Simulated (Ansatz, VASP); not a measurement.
# One calculation of Hf, two programs

INCAR

```
SYSTEM = Hf
  ALGO = Normal
  EDIFF = 1E-7
  EDIFFG = -0.01
  ENCUT = 600
  GGA = RE
  IBRION = 2
  ISIF = 3
  ISMEAR = -1
  IVDW = 12
  LASPH = .TRUE.
  LCHARG = .FALSE.
  LREAL = .FALSE.
  LWAVE = .FALSE.
  NELM = 60
  NSW = 80
  PREC = Accurate
  SIGMA = 0.05
```

File KPOINTS:

```
k-points
0
G
  9 9 9
  0 0 0
```

Contents of POSCAR:

```
Hf
1.0
   -1.8050000000      1.8050000000      1.8050000000
    1.8050000000     -1.8050000000      1.8050000000
    1.8050000000      1.8050000000     -1.8050000000
Hf
1
Direct
    0.0000000000      0.0000000000      0.0000000000
```

Input for Ansatz:

```yaml
crystal:
  lattice:
    - [-1.805, 1.805, 1.805]
    - [1.805, -1.805, 1.805]
    - [1.805, 1.805, -1.805]
  atoms:
    - { symbol: Hf, position: [0.0, 0.0, 0.0] }
basis:
  ecutwfc: 476.19925930478996
kpoints:
  mp_grid:
    grid: [9, 9, 9]
hamiltonian:
  xc: revpbe
  dispersion: d3bj
scf:
  occupations:
    method: fermi_dirac
    width: 0.05
relax:
  f_tol: 0.01
  cell: {}
```

Alike in both runs: task relaxation of cell and atoms; functional revPBE; dispersion D3(BJ); k mesh 9 × 9 × 9; occupations fermi-dirac, width 0.05 eV; no spin polarisation.

```csv
,VASP,Ansatz
version,VASP 6.6.1,Ansatz 0.2.0
potentials or method,"VASP PAW PBE potentials, release 64 (Hf_pv), cutoff 600 eV","plane waves, PAW"
valence electrons in the cell,10,26
```

```tsv
	VASP	Ansatz	Ansatz less VASP
relaxed volume (Å³/atom)	21.36	21.45	+0.089
relaxed cell length with the largest relative difference (Å)	3.027	3.032	+0.0042
```

VASP's potentials were made for PBE, not for revPBE. VASP's potentials hold 10 valence electrons a cell and Ansatz's 26, so a difference there can come from the potentials and not from the codes.

Spin-orbit coupling is off throughout.
